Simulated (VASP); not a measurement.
Input of a VASP 6.6.1 run:

Contents of INCAR:

```
SYSTEM = C
  PREC = Accurate
  ENCUT = 520
  EDIFF = 1E-7
  ISMEAR = 0
  SIGMA = 0.1
  LREAL = .FALSE.
  LASPH = .TRUE.
  NELM = 60
  ALGO = Normal
  ISIF = 2
  LWAVE = .FALSE.
  LCHARG = .TRUE.
  GGA = PE
  IVDW = 12
  LELF = .TRUE.
  LVHAR = .TRUE.
  NBANDS = 16
```

Contents of KPOINTS:

```
Automatic mesh
0
G
  18 18 6
  0 0 0
```

The input POSCAR:

```
C
1.0
    1.2286723691     -2.1256097174      0.0000000000
    1.2286723691      2.1256097174      0.0000000000
    0.0000000000      0.0000000000      6.2326341144
C
4
Direct
    0.0832916773      0.9167083227      0.7500000000
    0.5832916773      0.4167083227      0.2500000000
    0.9167083227      0.0832916773      0.2500000000
    0.4167083227      0.5832916773      0.7500000000
```

Potentials or basis: VASP PAW PBE potentials, release 64 (C).

Command:

```sh
$ cat potpaw_PBE.64/C/POTCAR > POTCAR
$ mpirun -np 1 vasp_std > vasp.out
```

Task: Estimate the band gap on the k mesh.

Result: Zero (bands 8 and 9 overlap by 0.06 eV).

Task: Estimate the pressure.

Result: 5.4 GPa.

Stress tensor (GPa, compression positive):
```
5.73 0.00 0.00
0.00 5.72 0.00
0.00 0.00 4.86
```

Caveat: the cell stands under pressure.
